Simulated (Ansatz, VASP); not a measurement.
## Cu: VASP beside Ansatz

INCAR

```
PREC = Accurate
ENCUT = 520
EDIFF = 1E-6
ISMEAR = 0
SIGMA = 0.15
LREAL = False
LASPH = True
NELM = 100
ALGO = Fast
ISIF = 2
LWAVE = False
LCHARG = False
GGA = PE
NBANDS = 12
```

The input KPOINTS:

```
Automatic mesh
0
Gamma
  24 24 24
```

POSCAR

```
Cu
1.0
    0.0000000000      2.0272984210      1.6080531075
    2.0272984210      0.0000000000      1.6080531075
    2.0272984210      2.0272984210      0.0000000000
Cu
1
Direct
    0.0000000000      0.0000000000      0.0000000000
```

Input for Ansatz:

```yaml
crystal:
  lattice:
    - [0.0, 2.027298421, 1.6080531075]
    - [2.027298421, 0.0, 1.6080531075]
    - [2.027298421, 2.027298421, 0.0]
  atoms:
    - { symbol: Cu, position: [0.0, 0.0, 0.0] }
basis:
  ecutwfc: 520.0
kpoints:
  mp_grid: { grid: [24, 24, 24] }
hamiltonian:
  xc: pbe
  pseudopotentials: { kind: paw, azcp: { folder: soft_1 } }
scf:
  occupations: { method: gaussian, width: 0.15 }
output:
  forces: true
  stress: true
  eigenvalues: true
```

Alike in both runs: task single point; functional PBE; k mesh 24 × 24 × 24; occupations gaussian, width 0.15 eV; no spin polarisation.

|  | VASP | Ansatz |
| --- | --- | --- |
| version | VASP 6.6.1 | Ansatz 0.2.0 |
| potentials or method | VASP PAW PBE potentials, release 64 (Cu), cutoff 520 eV | scalar-relativistic, plane waves, PAW |
| valence electrons in the cell | 11 | 19 |

|  | VASP | Ansatz | Ansatz less VASP |
| --- | --- | --- | --- |
| gap on the k mesh at the Fermi level (eV) | none | none | - |
| pressure (GPa) | -9.7 | -10.5 | -0.85 |
| traceless stress, the component that is largest in VASP (GPa) | 1.33 | 1.35 | +0.019 |

A gap of «none» marks a metal or a gap that the smearing closes. VASP's potentials hold 11 valence electrons a cell and Ansatz's 19, so a difference there can come from the potentials and not from the codes.
